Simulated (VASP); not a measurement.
# MgS (Fm-3m) in VASP: elastic constants with r2SCAN

Aim: the elastic constants of MgS with r2SCAN.

All numbers are computed with VASP 6.6.1; they aren't measurements. Logs are shortened: lines on timing, memory, paths and dates and some standing lists are left out, and cuts for length are marked.

### Step 1. The cell of the first run

Symmetry: Fm-3m, No. 225, cubic system. The conventional cell has a = 4.964 Å, b = 4.964 Å, c = 4.964 Å, α = 90.00°, β = 90.00°, γ = 90.00°. Mg (site symmetry m-3m) has 6 S at 2.48 Å within 3.3 Å. S (site symmetry m-3m) has 6 Mg at 2.48 Å within 3.3 Å.

### Step 2. Elastic constants, r2SCAN

File INCAR:

```
SYSTEM = MgS
ALGO     = Normal         ! electronic algorithm
EDIFF    = 1E-8           ! SCF threshold, eV
ENCUT    = 600            ! plane-wave cutoff, eV
IBRION   = 6              ! ionic algorithm
ISIF     = 3              ! what is computed and relaxed
ISMEAR   = 0              ! smearing method
LASPH    = .True.         ! aspherical terms in the spheres
LCHARG   = .True.         ! write CHGCAR
LMIXTAU  = .True.       
LREAL    = .False.        ! projectors in reciprocal space
LWAVE    = .False.        ! write WAVECAR
METAGGA  = R2SCAN         ! meta-GGA
NELM     = 80             ! most SCF steps
NFREE    = 2            
NSW      = 1              ! ionic steps
POTIM    = 0.015          ! step
PREC     = Accurate       ! precision mode
SIGMA    = 0.01           ! smearing width, eV
```

File KPOINTS:

```
k-points
0
Gamma
  8 8 8
  0 0 0
```

File POSCAR:

```
MgS
1.0
    0.0000000000      2.4817635144      2.4817635144
    2.4817635144      0.0000000000      2.4817635144
    2.4817635144      2.4817635144      0.0000000000
Mg S
1 1
Direct
    0.0000000000      0.0000000000      0.0000000000
    0.5000000000      0.5000000000      0.5000000000
```

Potentials or basis: VASP PAW PBE potentials, release 64 (Mg, S).

On the command line:

```bash
$ cat potpaw_PBE.64/Mg/POTCAR potpaw_PBE.64/S/POTCAR > POTCAR
$ mpirun -np 1 vasp_std > vasp.out
```

OUTCAR:

```text
SYSTEM = MgS
   EDIFF = 1E-8
   ENCUT = 600
   IBRION = 6
   ISIF = 3
   ISMEAR = 0
   LASPH = .True.
   LREAL = .False.
   METAGGA = R2SCAN
   NELM = 80
   NFREE = 2
   NSW = 1
   POTIM = 0.015
   PREC = Accurate

 ion  position               nearest neighbor table
   1  0.000  0.000  0.000-   2 2.48   2 2.48   2 2.48   2 2.48   2 2.48   2 2.48
   2  0.500  0.500  0.500-   1 2.48   1 2.48   1 2.48   1 2.48   1 2.48   1 2.48

  LATTYP: Found a face centered cubic cell.
 ALAT       =     4.9635270288

  Lattice vectors:

 A1 = (   0.0000000000,   2.4817635144,   2.4817635144)
 A2 = (   2.4817635144,   0.0000000000,   2.4817635144)
 A3 = (   2.4817635144,   2.4817635144,   0.0000000000)

Analysis of symmetry for initial positions (statically):
=====================================================================
 Subroutine PRICEL returns:
 Original cell was already a primitive cell.

 Routine SETGRP: Setting up the symmetry group for a
 face centered cubic supercell.

 Subroutine GETGRP returns: Found 48 space group operations
 (whereof 48 operations were pure point group operations)
 out of a pool of 48 trial point group operations.

The static configuration has the point symmetry O_h .

Analysis of symmetry for dynamics (positions and initial velocities):
=====================================================================
 Subroutine PRICEL returns:
 Original cell was already a primitive cell.

 Routine SETGRP: Setting up the symmetry group for a
 face centered cubic supercell.

 Subroutine GETGRP returns: Found 48 space group operations
 (whereof 48 operations were pure point group operations)
 out of a pool of 48 trial point group operations.

The dynamic configuration has the point symmetry O_h .

 Subroutine INISYM returns: Found 48 space group operations
 (whereof 48 operations are pure point group operations),
 and found     1 'primitive' translations

----------------------------------------------------------------------------------------

                                     Primitive cell

  volume of cell :      30.5711

  direct lattice vectors                    reciprocal lattice vectors
     0.000000000  2.481763514  2.481763514    -0.201469639  0.201469639  0.201469639
     2.481763514  0.000000000  2.481763514     0.201469639 -0.201469639  0.201469639
     2.481763514  2.481763514  0.000000000     0.201469639  0.201469639 -0.201469639

  length of vectors
     3.509743621  3.509743621  3.509743621     0.348955651  0.348955651  0.348955651

  position of ions in fractional coordinates (direct lattice)
     0.000000000  0.000000000  0.000000000
     0.500000000  0.500000000  0.500000000

  ion indices of the primitive-cell ions
   primitive index   ion index
                 1           1
                 2           2

----------------------------------------------------------------------------------------

 KPOINTS: k-points

Automatic generation of k-mesh.
 Grid dimensions read from file:
 generate k-points for:    8    8    8

 Generating k-lattice:

  Cartesian coordinates                     Fractional coordinates (reciprocal lattice)
[... 102 lines left out ...]

 Free energy of the ion-electron system (eV)
  ---------------------------------------------------
  ext. energy  EPLUGINS =         0.00000000
  ---------------------------------------------------
  free energy    TOTEN  =       -15.33190317 eV

  energy without entropy =      -15.33190317  energy(sigma->0) =      -15.33190317

------------------------ aborting loop because EDIFF is reached ----------------------------------------

  FORCE on cell =-STRESS in cart. coord.  units (eV):
  Direction    XX          YY          ZZ          XY          YZ          ZX
  --------------------------------------------------------------------------------------
  -------------------------------------------------------------------------------------
  Total        2.7640888      2.7640888      2.7640888      0.0000000     -0.0000000     -0.0000000
  in kB      144.8609686    144.8609686    144.8609686      0.0000000     -0.0000000     -0.0000000
  external PRESSURE =     144.8609686 kB  Pullay stress =       0.0000000 kB
[... 89 lines left out ...]
  FREE ENERGIE OF THE ION-ELECTRON SYSTEM (eV)
  ---------------------------------------------------
  free  energy   TOTEN  =       -15.2841720479 eV

  energy  without entropy=      -15.2841720479  energy(sigma->0) =      -15.28417205

[... ionic steps 4 to 14 ...]

--------------------------------------- Ionic step       15  -------------------------------------------

 number of electron       8.0000001 magnetization

------------------------ aborting loop because EDIFF is reached ----------------------------------------
[... 67 lines left out ...]
--------------------------------------- Ionic step       17  -------------------------------------------

 number of electron       8.0000000 magnetization

 Free energy of the ion-electron system (eV)
  ---------------------------------------------------
  ext. energy  EPLUGINS =         0.00000000
  ---------------------------------------------------
  free energy    TOTEN  =       -15.33125411 eV

  energy without entropy =      -15.33125411  energy(sigma->0) =      -15.33125411

 E-fermi :   4.9711     XC(G=0): -10.7339

 val. band max:        4.8590240393   @ k =   0.0000   0.0000   0.0000
 cond. band min:       8.5840809485   @ k =   0.5000   0.5000   0.0000
 fundamental gap:      3.7250569091
 Fermi energy:         4.9711171598

 k-point     1 :       0.0000    0.0000    0.0000
  band No.  band energies     occupation
      1      -9.2399      2.00000
      2       4.8587      2.00000
      3       4.8590      2.00000
      4       4.8590      2.00000
      5      10.7759      0.00000
      6      13.2412      0.00000
      7      13.2412      0.00000
      8      13.2416      0.00000
[... 243 lines left out ...]
 k-point    24 :      -0.3750    0.2500    0.1250
  band No.  band energies     occupation
      1      -7.2398      2.00000
      2      -0.2602      2.00000
      3       2.2232      2.00000
      4       3.3946      2.00000
      5      11.3702      0.00000
      6      11.9037      0.00000
      7      14.4060      0.00000
      8      15.7507      0.00000

 [... further k-points ...]
[... 5 lines left out ...]
  --------------------------------------------------------------------------------------
  -------------------------------------------------------------------------------------
  Total        2.7725718      2.7632039      2.7632039      0.0000000      0.0000000      0.0000000
  in kB      145.3055488    144.8145959    144.8145959      0.0000000      0.0000000      0.0000000
  external PRESSURE =     144.9782468 kB  Pullay stress =       0.0000000 kB
[... 17 lines left out ...]
  FREE ENERGIE OF THE ION-ELECTRON SYSTEM (eV)
  ---------------------------------------------------
  free  energy   TOTEN  =       -15.3312541110 eV

  energy  without entropy=      -15.3312541110  energy(sigma->0) =      -15.33125411

 INTERNAL STRAIN TENSORS FROM STRAINED CELLS
 ============================================

 INTERNAL STRAIN TENSOR FOR ION    1 for displacements in x,y,z  (eV/Angst):
          X           Y           Z          XY          YZ          ZX
  --------------------------------------------------------------------------------
  x    -0.00000     0.00000    -0.00000    -0.00000     0.00000    -0.00000
  y     0.00000     0.00000    -0.00000     0.00000     0.00000    -0.00000
  z    -0.00000    -0.00000    -0.00000    -0.00000     0.00000    -0.00000

 INTERNAL STRAIN TENSORS FROM DISPLACED ATOMS
 ============================================

 INTERNAL STRAIN TENSOR FOR ION    1 for displacements in x,y,z  (eV/Angst):
          X           Y           Z          XY          YZ          ZX
  --------------------------------------------------------------------------------
  x     0.00000     0.00000     0.00000     0.00000     0.00000     0.00000
  y     0.00000     0.00000     0.00000     0.00000     0.00000     0.00000
  z     0.00000     0.00000     0.00000     0.00000     0.00000     0.00000

 INTERNAL STRAIN TENSOR FOR ION    2 for displacements in x,y,z  (eV/Angst):
          X           Y           Z          XY          YZ          ZX
  --------------------------------------------------------------------------------
  x     0.00000     0.00000     0.00000     0.00000     0.00000     0.00000
  y     0.00000     0.00000     0.00000     0.00000     0.00000     0.00000
  z     0.00000     0.00000     0.00000     0.00000     0.00000     0.00000

 Eigenvectors and eigenvalues of the dynamical matrix
 ----------------------------------------------------

   1 f  =   10.074625 THz    63.300738 2PiTHz  336.053331 cm-1    41.665284 meV
             X         Y         Z           dx          dy          dz
      0.000000  0.000000  0.000000     0.000000    0.757112    0.000000
      2.481764  2.481764  2.481764     0.000000   -0.653286    0.000000
[... 21 lines left out ...]
   6 f/i=    0.044572 THz     0.280055 2PiTHz    1.486765 cm-1     0.184335 meV
             X         Y         Z           dx          dy          dz
      0.000000  0.000000  0.000000     0.000000    0.000000   -0.653286
      2.481764  2.481764  2.481764     0.000000    0.000000   -0.757112

--------------------------------------------------------------------------------------------------------

 ELASTIC MODULI CONTR FROM IONIC RELAXATION (kBar)
 Direction    XX          YY          ZZ          XY          YZ          ZX
 --------------------------------------------------------------------------------
 XX           0.0000      0.0000      0.0000      0.0000      0.0000      0.0000
 YY           0.0000      0.0000      0.0000      0.0000      0.0000      0.0000
 ZZ           0.0000      0.0000      0.0000      0.0000      0.0000      0.0000
 XY           0.0000      0.0000      0.0000      0.0000      0.0000      0.0000
 YZ           0.0000      0.0000      0.0000      0.0000      0.0000      0.0000
 ZX           0.0000      0.0000      0.0000      0.0000      0.0000      0.0000
 --------------------------------------------------------------------------------

 TOTAL ELASTIC MODULI (kBar)
 Direction    XX          YY          ZZ          XY          YZ          ZX
 --------------------------------------------------------------------------------
 XX        2649.8030    502.8369    502.8369      0.0000      0.0000      0.0000
 YY         502.8369   2649.8030    502.8369     -0.0000     -0.0000     -0.0000
 ZZ         502.8369    502.8369   2649.8030      0.0000      0.0000      0.0000
 XY           0.0000     -0.0000      0.0000    698.8891      0.0000     -0.0000
 YZ           0.0000     -0.0000      0.0000      0.0000    698.8891      0.0000
 ZX           0.0000     -0.0000      0.0000     -0.0000      0.0000    698.8891
 --------------------------------------------------------------------------------
```

Wall time 23 min (1 thread of Intel Xeon Platinum 8488C (Sapphire Rapids), shared host); peak memory 0.24 GiB.

What came out:

```
Elastic constants C11, C12, C44                         : 265, 50, 70 GPa
Voigt bulk modulus                                      : 122 GPa
Highest phonon frequency at Γ, LO-TO splitting left out : 336 cm⁻¹
```

Phonon frequencies in cm⁻¹ (negative: imaginary):
```
              q point           frequencies
(0.000, 0.000, 0.000)  -1 -1 -1 336 336 336
```

Elastic tensor in Voigt notation (GPa, in the Cartesian axes of the cell as first typed):
```
265  50  50   0   0   0
 50 265  50   0   0   0
 50  50 265   0   0   0
  0   0   0  70   0   0
  0   0   0   0  70   0
  0   0   0   0   0  70
```

Clamped-ion elastic tensor (GPa):
```
265  50  50   0   0   0
 50 265  50   0   0   0
 50  50 265   0   0   0
  0   0   0  70   0   0
  0   0   0   0  70   0
  0   0   0   0   0  70
```

Caveat: the cell is under stress, which shifts elastic constants; the PAW data sets were made with another functional, which shifts forces and pressure a little.
